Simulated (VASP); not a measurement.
# Al (Pm-3m) in VASP: further runs

Runs on Al. Level: PBEsol. Tasks: single point.

All numbers are computed with VASP 6.6.1; they aren't measurements. Logs are shortened: lines on timing, memory, paths and dates and some standing lists are left out, and cuts for length are marked.

## Step 1: The cell of the first run

Symmetry: Pm-3m, No. 221, cubic system. The conventional cell has a = 1.991 Å, b = 1.991 Å, c = 1.991 Å, α = 90.00°, β = 90.00°, γ = 90.00°. Within 2.6 Å of Al (site symmetry m-3m) lie 6 Al at 1.99 Å.

## Step 2: Single point, PBEsol (volume scaled by 0.4)

File INCAR:

```
SYSTEM = Al
PREC = Accurate
ENCUT = 520
EDIFF = 1E-6
ISMEAR = -1
SIGMA = 0.08
LREAL = .FALSE.
LASPH = .TRUE.
NELM = 80
ALGO = Normal
ISIF = 2
LWAVE = .FALSE.
LCHARG = .TRUE.
GGA = PS
LELF = .TRUE.
LVHAR = .TRUE.
NBANDS = 8
```

File KPOINTS:

```
regular mesh
0
G
  16 16 16
  0 0 0
```

File POSCAR:

```
Al
1.0
    1.9906386326      0.0000000000      0.0000000000
    0.0000000000      1.9906386326      0.0000000000
    0.0000000000      0.0000000000      1.9906386326
Al
1
Direct
    0.0000000000      0.0000000000      0.0000000000
```

Potentials or basis: VASP PAW PBE potentials, release 64 (Al).

On the command line:

```
$ cat potpaw_PBE.64/Al/POTCAR > POTCAR
$ mpirun -np 1 vasp_std > vasp.out
```

OUTCAR:

```text
SYSTEM = Al
   PREC = Accurate
   ENCUT = 520
   EDIFF = 1E-6
   ISMEAR = -1
   LREAL = .FALSE.
   LASPH = .TRUE.
   NELM = 80
   ISIF = 2
   GGA = PS

 ion  position               nearest neighbor table
   1  0.000  0.000  0.000-

  LATTYP: Found a simple cubic cell.
 ALAT       =     1.9906386326

  Lattice vectors:

 A1 = (   1.9906386326,   0.0000000000,   0.0000000000)
 A2 = (   0.0000000000,   1.9906386326,   0.0000000000)
 A3 = (   0.0000000000,   0.0000000000,   1.9906386326)

Analysis of symmetry for initial positions (statically):
=====================================================================
 Subroutine PRICEL returns:
 Original cell was already a primitive cell.

 Routine SETGRP: Setting up the symmetry group for a
 simple cubic supercell.

 Subroutine GETGRP returns: Found 48 space group operations
 (whereof 48 operations were pure point group operations)
 out of a pool of 48 trial point group operations.

The static configuration has the point symmetry O_h .

Analysis of symmetry for dynamics (positions and initial velocities):
=====================================================================
 Subroutine PRICEL returns:
 Original cell was already a primitive cell.

 Routine SETGRP: Setting up the symmetry group for a
 simple cubic supercell.

 Subroutine GETGRP returns: Found 48 space group operations
 (whereof 48 operations were pure point group operations)
 out of a pool of 48 trial point group operations.

The dynamic configuration has the point symmetry O_h .

 Subroutine INISYM returns: Found 48 space group operations
 (whereof 48 operations are pure point group operations),
 and found     1 'primitive' translations

----------------------------------------------------------------------------------------

                                     Primitive cell

  volume of cell :       7.8882

  direct lattice vectors                    reciprocal lattice vectors
     1.990638633  0.000000000  0.000000000     0.502351348  0.000000000  0.000000000
     0.000000000  1.990638633  0.000000000     0.000000000  0.502351348  0.000000000
     0.000000000  0.000000000  1.990638633     0.000000000  0.000000000  0.502351348

  length of vectors
     1.990638633  1.990638633  1.990638633     0.502351348  0.502351348  0.502351348

  position of ions in fractional coordinates (direct lattice)
     0.000000000  0.000000000  0.000000000

  ion indices of the primitive-cell ions
   primitive index   ion index
                 1           1

----------------------------------------------------------------------------------------

 KPOINTS: regular mesh

Automatic generation of k-mesh.
 Grid dimensions read from file:
 generate k-points for:   16   16   16

 Generating k-lattice:

  Cartesian coordinates                     Fractional coordinates (reciprocal lattice)
     0.031396959  0.000000000  0.000000000     0.062500000  0.000000000  0.000000000
     0.000000000  0.031396959  0.000000000     0.000000000  0.062500000  0.000000000
     0.000000000  0.000000000  0.031396959     0.000000000  0.000000000  0.062500000

  Length of vectors
     0.031396959  0.031396959  0.031396959

  Shift w.r.t. Gamma in fractional coordinates (k-lattice)
     0.000000000  0.000000000  0.000000000

 Subroutine IBZKPT returns following result:
 ===========================================

 Found    165 irreducible k-points:

 Following reciprocal coordinates:
            Coordinates               Weight
  0.000000  0.000000  0.000000      1.000000
  0.062500  0.000000  0.000000      6.000000
  0.125000  0.000000  0.000000      6.000000
  0.187500  0.000000  0.000000      6.000000
  0.250000  0.000000  0.000000      6.000000
  0.312500  0.000000  0.000000      6.000000
[... 16 lines left out ...]
  0.437500  0.125000  0.000000     24.000000
  0.500000  0.125000  0.000000     12.000000
 [... further k-points ...]
   k-points           NKPTS =    165   k-points in BZ     NKDIM =    165   number of bands    NBANDS=      8
   number of dos      NEDOS =    301   number of ions     NIONS =      1
   total plane-waves  NPLWV =   4096
   dimension x,y,z NGX =    16 NGY =   16 NGZ =   16
   dimension x,y,z NGXF=    32 NGYF=   32 NGZF=   32
   ions per type =               1
   NGX,Y,Z   is equivalent  to a cutoff of  13.36, 13.36, 13.36 a.u.
   NGXF,Y,Z  is equivalent  to a cutoff of  26.72, 26.72, 26.72 a.u.
 SYSTEM =  Al
   PREC   = accura    normal or accurate (medium, high low for compatibility)
   ISTART =      0    job   : 0-new  1-cont  2-samecut
   ICHARG =      2    charge: 1-file 2-atom 10-const
   ISPIN  =      1    spin polarized calculation?
   LNONCOLLINEAR =      F non collinear calculations
   LSORBIT =      F    spin-orbit coupling
   LASPH  =      T    aspherical Exc in radial PAW
   ENCUT  =  520.0 eV  38.22 Ry    6.18 a.u.   3.70  3.70  3.70*2*pi/ulx,y,z
   NELM   =     80;   NELMIN=  2; NELMDL= -5     # of ELM steps
   EDIFF  = 0.1E-05   stopping-criterion for ELM
   LREAL  =      F    real-space projection
   EDIFFG = 0.1E-04   stopping-criterion for IOM
   NSW    =      0    number of steps for IOM
   IBRION =     -1    ionic relax: 0-MD 1-quasi-New 2-CG
   NFREE  =      0    steps in history (QN), initial steepest desc. (CG)
   ISIF   =      2    stress and relaxation
   ISYM   =      2    0-nonsym 1-usesym 2-fastsym
   POTIM  = 0.5000    time-step for ionic-motion
   TEBEG  =    0.0;   TEEND  =   0.0 temperature during run
   PSTRESS=    0.0 pullay stress
   NELECT =       3.0000    total number of electrons
   NUPDOWN=      -1.0000    fix difference up-down
   EMIN   =  10.00;   EMAX   =-10.00  energy-range for DOS
   EFERMI =   0.00;   METHOD = LEGACY
   ISMEAR =    -1;   SIGMA  =   0.08  broadening in eV -4-tet -1-fermi 0-gaus
   EFERMI_NEDOS =   21; number of points for ismear=-14 and -15
   IALGO  =     38    algorithm
   IMIX   =      4    mixing-type and parameters
     AMIX     =   0.40;   BMIX     =  1.00
     AMIX_MAG =   1.60;   BMIX_MAG =  1.00
  volume/ion in A,a.u.               =       7.89        53.23
  Fermi-wavevector in a.u.,A,eV,Ry     =   1.186104  2.241412 19.141261  1.406843
  Thomas-Fermi vector in A             =   2.322284
   LORBIT       =      0    0 simple, 1 ext, 2 COOP (PROOUT), +10 PAW based schemes
   GGA     = PS    functional components
   LHFCALC =     F    Hartree Fock is set to
   AEXX    =    0.0000 exact exchange contribution
   IVDW    =     0    specifies the selected vdW correction
   LEPSILON=     F    determine dielectric tensor
   LRPA    =     F    only Hartree local field effects (RPA)
 non-spin polarized calculation
  energy-cutoff  :      520.00
  volume of cell :        7.89
 maximum number of plane-waves:       228
 NGX is ok and might be reduce to    16
   NGX =  7   NGY =  7   NGZ =  7

 number of electron       3.0000000 magnetization

 Free energy of the ion-electron system (eV)
  ---------------------------------------------------
  ext. energy  EPLUGINS =         0.00000000
  ---------------------------------------------------
  free energy    TOTEN  =         2.14368789 eV

  energy without entropy =        2.14992485  energy(sigma->0) =        2.14680637

 E-fermi :  18.1414     XC(G=0): -13.3037

 val. band max:       17.9905043897   @ k =   0.5000   0.5000   0.1250
 cond. band min:      18.1494688118   @ k =   0.5000   0.4375   0.3125
 fundamental gap:      0.1589644221
 Fermi energy:        18.1413739034

 k-point     1 :       0.0000    0.0000    0.0000
  band No.  band energies     occupation
      1       1.2932      2.00000
      2      28.1473      0.00000
      3      28.1473      0.00000
      4      36.7475      0.00000
      5      36.7475      0.00000
      6      36.7475      0.00000
      7      49.5381      0.00000
      8      59.5515      0.00000

 k-point     2 :       0.0625    0.0000    0.0000
  band No.  band energies     occupation
      1       1.4385      2.00000
      2      27.2533      0.00000
      3      28.2739      0.00000
      4      36.8184      0.00000
      5      36.8184      0.00000
      6      37.4177      0.00000
      7      50.0467      0.00000
      8      58.4304      0.00000

 k-point     3 :       0.1250    0.0000    0.0000
  band No.  band energies     occupation
      1       1.8724      2.00000
      2      25.1715      0.00000
      3      28.6502      0.00000
      4      37.0293      0.00000
      5      37.0293      0.00000
      6      38.8759      0.00000
      7      51.5011      0.00000
      8      56.1655      0.00000

 k-point     4 :       0.1875    0.0000    0.0000
  band No.  band energies     occupation
      1       2.5890      2.00000
      2      22.6337      0.00000
      3      29.2642      0.00000
      4      37.3744      0.00000
      5      37.3744      0.00000
      6      40.5218      0.00000
      7      53.6904      0.00000
      8      53.7448      0.00000

 k-point     5 :       0.2500    0.0000    0.0000
  band No.  band energies     occupation
      1       3.5786      2.00000
      2      19.9787      0.00000
      3      30.0902      0.00000
      4      37.8405      0.00000
      5      37.8405      0.00000
      6      42.1741      0.00000
      7      51.4744      0.00000
      8      51.4744      0.00000

 k-point     6 :       0.3125    0.0000    0.0000
  band No.  band energies     occupation
      1       4.8269      2.00000
      2      17.3603      1.99988
      3      31.0759      0.00000
      4      38.4003      0.00000
      5      38.4003      0.00000
      6      43.7763      0.00000
      7      49.0104      0.00000
      8      49.4747      0.00000

 k-point     7 :       0.3750    0.0000    0.0000
  band No.  band energies     occupation
      1       6.3104      2.00000
      2      14.8676      2.00000
      3      32.1137      0.00000
      4      38.9940      0.00000
      5      38.9940      0.00000
      6      45.2261      0.00000
      7      46.5093      0.00000
      8      47.8402      0.00000

 k-point     8 :       0.4375    0.0000    0.0000
  band No.  band energies     occupation
      1       7.9645      2.00000
      2      12.5980      2.00000
      3      32.9855      0.00000
      4      39.4965      0.00000
      5      39.4965      0.00000
      6      44.7591      0.00000
      7      46.3098      0.00000
      8      46.7098      0.00000

 k-point     9 :       0.5000    0.0000    0.0000
  band No.  band energies     occupation
      1       9.1792      2.00000
      2      11.1766      2.00000
      3      33.3465      0.00000
      4      39.7056      0.00000
      5      39.7056      0.00000
      6      44.1053      0.00000
      7      46.2910      0.00000
      8      46.2910      0.00000

 k-point    10 :       0.0625    0.0625    0.0000
  band No.  band energies     occupation
      1       1.5834      2.00000
      2      26.9817      0.00000
      3      27.8389      0.00000
      4      36.5325      0.00000
      5      36.8904      0.00000
      6      38.4250      0.00000
      7      50.5036      0.00000
      8      56.9682      0.00000
[... 78 lines left out ...]
 k-point    18 :       0.1250    0.1250    0.0000
  band No.  band energies     occupation
      1       2.4461      2.00000
      2      24.7878      0.00000
      3      26.8575      0.00000
      4      36.3389      0.00000
      5      37.3292      0.00000
      6      42.1147      0.00000
      7      51.4827      0.00000
      8      52.8835      0.00000

 k-point    19 :       0.1875    0.1250    0.0000
  band No.  band energies     occupation
      1       3.1561      2.00000
      2      22.9022      0.00000
      3      26.8898      0.00000
      4      36.4831      0.00000
      5      37.6963      0.00000
      6      44.1371      0.00000
      7      48.8362      0.00000
      8      53.0643      0.00000

 k-point    20 :       0.2500    0.1250    0.0000
  band No.  band energies     occupation
      1       4.1366      2.00000
      2      20.4016      0.00000
      3      27.5995      0.00000
      4      36.7165      0.00000
      5      38.1923      0.00000
      6      45.7438      0.00000
      7      46.7503      0.00000
      8      51.0902      0.00000

 k-point    21 :       0.3125    0.1250    0.0000
  band No.  band energies     occupation
      1       5.3734      2.00000
      2      17.8375      1.95619
      3      28.6081      0.00000
      4      36.6686      0.00000
      5      38.7899      0.00000
      6      44.9307      0.00000
      7      47.4659      0.00000
      8      49.2384      0.00000

 k-point    22 :       0.3750    0.1250    0.0000
  band No.  band energies     occupation
      1       6.8426      2.00000
      2      15.3723      2.00000
      3      29.8279      0.00000
      4      35.9906      0.00000
      5      39.4296      0.00000
      6      44.5197      0.00000
      7      47.6693      0.00000
      8      48.1567      0.00000

 k-point    23 :       0.4375    0.1250    0.0000
  band No.  band energies     occupation
      1       8.4759      2.00000
      2      13.1270      2.00000
      3      31.1613      0.00000
      4      34.7868      0.00000
      5      39.9811      0.00000
      6      45.0832      0.00000
      7      46.5510      0.00000
      8      47.6025      0.00000

 k-point    24 :       0.5000    0.1250    0.0000
  band No.  band energies     occupation
      1       9.6552      2.00000
      2      11.7416      2.00000
      3      32.0610      0.00000
      4      33.8881      0.00000
      5      40.2153      0.00000
      6      45.9946      0.00000
      7      46.1267      0.00000
      8      46.5720      0.00000

 [... further k-points ...]
[... 5 lines left out ...]
  --------------------------------------------------------------------------------------
  -------------------------------------------------------------------------------------
  Total       16.1700370     16.1700370     16.1700370     -0.0000000     -0.0000000     -0.0000000
  in kB     3284.3112815   3284.3112815   3284.3112815     -0.0000000     -0.0000000     -0.0000000
  external PRESSURE =    3284.3112815 kB  Pullay stress =       0.0000000 kB

 VOLUME and BASIS-vectors are now :
 -----------------------------------------------------------------------------
  energy-cutoff  :      520.00
  volume of cell :        7.89
      direct lattice vectors                 reciprocal lattice vectors
     1.990638633  0.000000000  0.000000000     0.502351348  0.000000000  0.000000000
     0.000000000  1.990638633  0.000000000     0.000000000  0.502351348  0.000000000
     0.000000000  0.000000000  1.990638633     0.000000000  0.000000000  0.502351348

 POSITION                                       TOTAL-FORCE (eV/Angst)
 -----------------------------------------------------------------------------------
      0.00000      0.00000      0.00000         0.000000      0.000000      0.000000
 -----------------------------------------------------------------------------------
    total drift:                               -0.000000     -0.000000      0.000000

  FREE ENERGIE OF THE ION-ELECTRON SYSTEM (eV)
  ---------------------------------------------------
  free  energy   TOTEN  =         2.1436878893 eV

  energy  without entropy=        2.1499248514  energy(sigma->0) =        2.14680637
```

Wall time 11 s (1 thread of AMD EPYC 7R43 (Zen 3), shared host); peak memory 0.07 GiB.

What came out:

- Free energy: 2.1437 eV
- Pressure: 328.4 GPa

Caveat: the PAW data sets were made with another functional, which shifts forces and pressure a little.

## Step 3: Single point, PBEsol (volume scaled by 0.45)

File INCAR:

```
PREC = Accurate
ENCUT = 520
EDIFF = 1E-6
ISMEAR = -1
SIGMA = 0.08
LREAL = False
LASPH = True
NELM = 100
ALGO = Normal
ISIF = 2
LWAVE = False
LCHARG = False
GGA = PS
NBANDS = 8
```

File KPOINTS:

```
Automatic mesh
0
Gamma
  16 16 16
```

File POSCAR:

```
Al
1.0
    2.0703476086      0.0000000000      0.0000000000
    0.0000000000      2.0703476086      0.0000000000
    0.0000000000      0.0000000000      2.0703476086
Al
1
Direct
    0.0000000000      0.0000000000      0.0000000000
```

Potentials or basis: VASP PAW PBE potentials, release 64 (Al).

On the command line:

```
$ cat potpaw_PBE.64/Al/POTCAR > POTCAR
$ mpirun -np 1 vasp_std > vasp.out
```

Run time: 11 s. Hardware: 1 thread of AMD EPYC 7R43 (Zen 3), shared host; peak memory 0.08 GiB.

It converged, with:

```
Free energy : 0.4397 eV
Pressure    : 231.8 GPa
```

Levels at points of the mesh, in eV from the Fermi level:
| k point | band 1 | band 2 | band 3 | band 4 |
| --- | --- | --- | --- | --- |
| (0.00, 0.00, 0.00) | -15.73 | 9.82 | 9.82 | 17.09 |
| (0.50, 0.00, 0.00) | -8.23 | -6.74 | 14.59 | 20.50 |
| (0.50, 0.50, 0.00) | -0.93 | -0.65 | -0.65 | 3.66 |
| (0.50, 0.50, 0.50) | 5.20 | 5.20 | 5.20 | 7.17 |

Caveat: the PAW data sets were made with another functional, which shifts forces and pressure a little.

## Step 4: Single point, PBEsol (volume scaled by 0.55)

File INCAR:

```
  PREC = Accurate
  ENCUT = 520
  EDIFF = 1E-6
  ISMEAR = -1
  SIGMA = 0.08
  LREAL = F
  LASPH = T
  NELM = 60
  ALGO = Normal
  ISIF = 2
  LWAVE = F
  LCHARG = T
  GGA = PS
  LELF = T
  LVHAR = T
  NBANDS = 8
```

File KPOINTS:

```
regular mesh
0
Gamma
  16 16 16
```

File POSCAR:

```
Al
1.0
    2.2135703432      0.0000000000      0.0000000000
    0.0000000000      2.2135703432      0.0000000000
    0.0000000000      0.0000000000      2.2135703432
Al
1
Direct
    0.0000000000      0.0000000000      0.0000000000
```

On the command line:

```
$ cat potpaw_PBE.64/Al/POTCAR > POTCAR
$ mpirun -np 1 vasp_std > vasp.out
```

Wall time 10 s (1 thread of AMD EPYC 7R43 (Zen 3), shared host); peak memory 0.08 GiB.

The run converged. Its results:

```yaml
Free_energy: -1.6444 eV
Pressure: 120.2 GPa
```

Levels at points of the mesh, in eV from the Fermi level:
```csv
k point,band 1,band 2,band 3,band 4,band 5
"(0.00, 0.00, 0.00)",-13.93,9.46,9.46,14.77,14.77
"(0.50, 0.00, 0.00)",-7.03,-6.31,13.57,18.80,18.80
"(0.50, 0.50, 0.00)",-0.70,-0.70,0.18,2.52,23.01
"(0.50, 0.50, 0.50)",5.50,5.50,5.50,5.72,5.72
```

Caveat: the PAW data sets were made with another functional, which shifts forces and pressure a little.

## Step 5: The runs side by side

| cell | gap on the mesh (eV) | pressure (GPa) |
| --- | --- | --- |
| a = 1.991 Å, 1 atom | none | 328.4 |
| a = 2.070 Å, 1 atom | none | 231.8 |
| a = 2.214 Å, 1 atom | none | 120.2 |

Alike in all rows: task single point; level PBEsol; potentials or basis VASP PAW PBE potentials, release 64 (Al); no spin polarisation; k mesh 16 × 16 × 16; cutoff (eV) 520; smearing fermi-dirac 0.08 eV.

Caveats: the PAW data sets were made with another functional, which shifts forces and pressure a little.

Absolute energies hang on the potentials; compare differences alone.
